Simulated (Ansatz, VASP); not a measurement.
# Two plane-wave programs on LaH3

```xyz
4
Lattice="0.0000 2.7200 2.7200 2.7200 0.0000 2.7200 2.7200 2.7200 0.0000" Properties=species:S:1:pos:R:3 pbc="T T T"
La    0.0000    0.0000    0.0000
H     2.7200    2.7200    2.7200
H     4.0799    4.0799    4.0799
H     1.3600    1.3600    1.3600
```

Alike in both runs: functional PBEsol; dispersion D3(BJ); k mesh 6 × 6 × 6; occupations fermi-dirac, width 0.15 eV; no spin polarisation.

Ansatz relaxed the structure, and its values are those at the end. VASP's run is a single point on that final structure, the one shown.

|  | VASP | Ansatz |
| --- | --- | --- |
| version | VASP 6.6.1 | Ansatz 0.2.0 |
| potentials or method | VASP PAW PBE potentials, release 64 (La, H), cutoff 520 eV | plane waves, PAW |
| valence electrons in the cell | 14 | 14 |

```csv
,VASP,Ansatz,Ansatz less VASP
pressure (GPa),-0.2,0.0,+0.17
```

VASP's potentials were made for PBE, not for PBEsol. Ansatz's warnings: force scf threshold loose, stress scf threshold loose.

Spin-orbit coupling is off throughout.
